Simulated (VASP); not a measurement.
# MgS (R-3m) in VASP: notebook, part 2 of 2

VASP 6.6.1. The steps go on from the part before.

## (3) Electric field gradients, LDA (equal xy, yz and zx shear strains of +1 %)

INCAR reads:

```
SYSTEM = MgS
ALGO = Normal ; EDIFF = 1E-8
ENCUT = 520 ; ISIF = 2
ISMEAR = -1 ; LASPH = .TRUE.
LCHARG = .FALSE. ; LEFG = .TRUE.
LREAL = .FALSE. ; LWAVE = .FALSE.
NBANDS = 11 ; NELM = 80
PREC = Accurate ; SIGMA = 0.01
```

KPOINTS reads:

```
k-points
0
G
  8 8 8
  0 0 0
```

POSCAR reads:

```
MgS
1.0
    0.0260165000      2.6146582500      2.6146582500
    2.6146582500      0.0260165000      2.6146582500
    2.6146582500      2.6146582500      0.0260165000
Mg S
1 1
Direct
    0.0000000000      0.0000000000      0.0000000000
    0.5000000000      0.5000000000      0.5000000000
```

Potentials or basis: VASP PAW LDA potentials, release 64 (Mg, S).

Command:

```sh
$ cat potpaw_LDA.64/Mg/POTCAR potpaw_LDA.64/S/POTCAR > POTCAR
$ mpirun -np 1 vasp_std > vasp.out
```

OUTCAR:

```text
SYSTEM = MgS
   EDIFF = 1E-8
   ENCUT = 520
   ISIF = 2
   ISMEAR = -1
   LASPH = .TRUE.
   LREAL = .FALSE.
   NELM = 80
   PREC = Accurate

 ion  position               nearest neighbor table
   1  0.000  0.000  0.000-   2 2.60   2 2.60   2 2.60   2 2.60   2 2.60   2 2.60
   2  0.500  0.500  0.500-   1 2.60   1 2.60   1 2.60   1 2.60   1 2.60   1 2.60

  LATTYP: Found a trigonal (rhomboedric) cell.
 ALAT       =     3.6977766816
 COS(alpha) =     0.5099250056

  Lattice vectors:

 A1 = (   0.0260165000,   2.6146582500,   2.6146582500)
 A2 = (   2.6146582500,   0.0260165000,   2.6146582500)
 A3 = (   2.6146582500,   2.6146582500,   0.0260165000)

Analysis of symmetry for initial positions (statically):
=====================================================================
 Subroutine PRICEL returns:
 Original cell was already a primitive cell.

 Routine SETGRP: Setting up the symmetry group for a
 trigonal (rhombohedral) supercell.

 Subroutine GETGRP returns: Found 12 space group operations
 (whereof 12 operations were pure point group operations)
 out of a pool of 12 trial point group operations.

The static configuration has the point symmetry D_3d.

Analysis of symmetry for dynamics (positions and initial velocities):
=====================================================================
 Subroutine PRICEL returns:
 Original cell was already a primitive cell.

 Routine SETGRP: Setting up the symmetry group for a
 trigonal (rhombohedral) supercell.

 Subroutine GETGRP returns: Found 12 space group operations
 (whereof 12 operations were pure point group operations)
 out of a pool of 12 trial point group operations.

[... 481 lines left out ...]
      4       3.2802      2.00000
      5       9.0686      0.00000
      6      10.5328      0.00000
      7      11.1080      0.00000
      8      11.6636      0.00000
      9      13.4920      0.00000
     10      16.0446      0.00000
     11      16.2663      0.00000

 [... further k-points ...]

------------------------ aborting loop because EDIFF is reached ----------------------------------------

  FORCE on cell =-STRESS in cart. coord.  units (eV):
  Direction    XX          YY          ZZ          XY          YZ          ZX
  --------------------------------------------------------------------------------------
  -------------------------------------------------------------------------------------
  Total       -0.8430037     -0.8430037     -0.8430037     -0.1212193     -0.1212193     -0.1212193
  in kB      -38.3526962    -38.3526962    -38.3526962     -5.5149091     -5.5149091     -5.5149091
  external PRESSURE =     -38.3526962 kB  Pullay stress =       0.0000000 kB

 VOLUME and BASIS-vectors are now :
 -----------------------------------------------------------------------------
  energy-cutoff  :      520.00
  volume of cell :       35.22
      direct lattice vectors                 reciprocal lattice vectors
     0.026016500  2.614658250  2.614658250    -0.194107681  0.192195290  0.192195290
     2.614658250  0.026016500  2.614658250     0.192195290 -0.194107681  0.192195290
     2.614658250  2.614658250  0.026016500     0.192195290  0.192195290 -0.194107681

 POSITION                                       TOTAL-FORCE (eV/Angst)
 -----------------------------------------------------------------------------------
      0.00000      0.00000      0.00000         0.000000     -0.000000     -0.000000
      2.62767      2.62767      2.62767        -0.000000      0.000000      0.000000
 -----------------------------------------------------------------------------------
    total drift:                                0.000000      0.000000      0.000000

  FREE ENERGIE OF THE ION-ELECTRON SYSTEM (eV)
  ---------------------------------------------------
  free  energy   TOTEN  =        -9.5695820110 eV

  energy  without entropy=       -9.5695820110  energy(sigma->0) =       -9.56958201

 Electric field gradients (V/A^2)
---------------------------------------------------------------------
 ion       V_xx      V_yy      V_zz      V_xy      V_xz      V_yz
---------------------------------------------------------------------
   1      -0.000    -0.000     0.000    -0.171    -0.171    -0.171
   2       0.000     0.000     0.000     2.838     2.838     2.838
---------------------------------------------------------------------

 Electric field gradients after diagonalization (V/A^2)
 (convention: |V_zz| > |V_xx| > |V_yy|)
----------------------------------------------------------------------
 ion       V_xx      V_yy      V_zz     asymmetry (V_yy - V_xx)/ V_zz
----------------------------------------------------------------------
   1       0.171     0.171    -0.343       0.000
   2      -2.838    -2.838     5.676       0.000
----------------------------------------------------------------------

           NMR quadrupolar parameters

 Cq : quadrupolar parameter    Cq=e*Q*V_zz/h
 eta: asymmetry parameters     (V_yy - V_xx)/ V_zz
 Q  : nuclear electric quadrupole moment in mb (millibarn)
----------------------------------------------------------------------
 ion       Cq(MHz)       eta       Q (mb)
----------------------------------------------------------------------
   1      -0.001       0.000       1.000
   2       0.014       0.000       1.000
----------------------------------------------------------------------
```

OSZICAR:

```text
N       E                     dE             d eps       ncg     rms          rms(c)
DAV:   1     0.197775893838E+02    0.19778E+02   -0.36365E+03  1494   0.593E+02
DAV:   2    -0.863544794088E+01   -0.28413E+02   -0.26894E+02  1782   0.984E+01
DAV:   3    -0.999939805862E+01   -0.13640E+01   -0.13615E+01  1767   0.226E+01
DAV:   4    -0.100072638233E+02   -0.78658E-02   -0.78652E-02  1657   0.207E+00
DAV:   5    -0.100073310578E+02   -0.67235E-04   -0.67234E-04  1848   0.189E-01    0.441E+00
DAV:   6    -0.962384083160E+01    0.38349E+00   -0.84827E-01  1643   0.352E+00    0.338E+00
DAV:   7    -0.957519700261E+01    0.48644E-01   -0.19124E-01  1711   0.180E+00    0.211E+00
DAV:   8    -0.956998389083E+01    0.52131E-02   -0.12615E-02  1595   0.616E-01    0.843E-01
DAV:   9    -0.956961479627E+01    0.36909E-03   -0.70529E-04  1622   0.136E-01    0.368E-01
DAV:  10    -0.956958937054E+01    0.25426E-04   -0.60660E-05  1719   0.375E-02    0.149E-01
DAV:  11    -0.956958197413E+01    0.73964E-05   -0.35958E-05  1649   0.253E-02    0.173E-02
DAV:  12    -0.956958203578E+01   -0.61651E-07   -0.43884E-07  1654   0.452E-03    0.136E-02
DAV:  13    -0.956958201255E+01    0.23227E-07   -0.66096E-08  1693   0.130E-03    0.766E-04
DAV:  14    -0.956958201105E+01    0.15031E-08   -0.68463E-09   955   0.365E-04
   1 F= -.95695820E+01 E0= -.95695820E+01  d E =-.183462E-10
```

Run time: 22 s. Hardware: 1 thread of Intel Xeon 6975P-C (Granite Rapids), shared host; peak memory 0.15 GiB.

What came out:

```yaml
Free_energy: -9.5696 eV
Pressure: -3.8 GPa
Band_gap_on_the_k_mesh: 2.51 eV, indirect (least direct gap 3.44 eV)
```

Levels at points of the mesh, in eV from the valence-band top:
```csv
k point,band 1,band 2,band 3,band 4,band 5,band 6,band 7,band 8,band 9
"(0.00, 0.00, 0.00)",-12.69,-0.14,0.00,0.00,3.44,7.63,7.88,7.88,10.22
"(0.50, 0.00, 0.00)",-11.34,-4.94,-0.70,-0.62,4.29,6.60,6.72,9.79,11.90
"(0.50, 0.50, 0.00)",-10.97,-4.30,-1.82,-1.69,2.51,4.21,11.73,12.71,13.04
"(0.50, 0.50, 0.50)",-11.39,-5.00,-0.57,-0.57,4.44,6.81,6.81,9.82,11.87
```

Electric field gradients, principal values (V/Å²):
```
atom   least  middle  greatest (by size)
1 Mg   0.171   0.171              -0.343
 2 S  -2.838  -2.838               5.676
```

Caveat: the cell differs from its parent crystal (equal xy, yz and zx shear strains of +1 %); without QUAD_EFG the Cq values of the log hold for a quadrupole moment of 1 mb, not for the nuclei. A k mesh can miss the band edges.
